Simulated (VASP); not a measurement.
Here is a VASP 6.6.1 calculation.

File INCAR:

```
SYSTEM = BN
ALGO     = Normal         ! electronic algorithm
EDIFF    = 1E-6           ! SCF threshold, eV
ENCUT    = 600            ! plane-wave cutoff, eV
GGA      = PE             ! functional
GGA_COMPAT= .FALSE.      
ISIF     = 2              ! what is computed and relaxed
ISMEAR   = 1              ! smearing method
LASPH    = .TRUE.         ! aspherical terms in the spheres
LCHARG   = .TRUE.         ! write CHGCAR
LELF     = .TRUE.         ! ELF
LREAL    = .FALSE.        ! projectors in reciprocal space
LVHAR    = .TRUE.       
LWAVE    = .FALSE.        ! write WAVECAR
NBANDS   = 16             ! bands
NELM     = 120            ! most SCF steps
PREC     = Accurate       ! precision mode
SIGMA    = 0.63           ! smearing width, eV
```

The input KPOINTS:

```
k-points
0
G
  3 3 1
  0 0 0
```

The input POSCAR:

```
BN
1.0
    2.5539396017      0.0000000000      0.0000000000
   -1.2769698009      2.2117765748      0.0000000000
    0.0000000000      0.0000000000      4.2268550000
B N
2 2
Direct
    0.6666666667      0.3333333333      0.9997240000
    0.3333333333      0.6666666667      0.4997240000
    0.6666666667      0.3333333333      0.6252760000
    0.3333333333      0.6666666667      0.1252760000
```

Potentials or basis: VASP PAW PBE potentials, release 64 (B, N).

The run is started by

```console
$ cat potpaw_PBE.64/B/POTCAR potpaw_PBE.64/N/POTCAR > POTCAR
$ mpirun -np 1 vasp_std > vasp.out
```

(1) Estimate the band gap on the k mesh.

(2) Estimate the largest force.

(3) Estimate the pressure.

Answers

(1) 5.13 eV, indirect (least direct gap 8.25 eV).

(2) 1.245 eV/Å.

(3) 4.3 GPa.

Caveat: the k points lie up to 1.49 Å⁻¹ apart; forces of over 1 eV/Å act on the atoms, so gaps and moduli don't describe the material at rest.
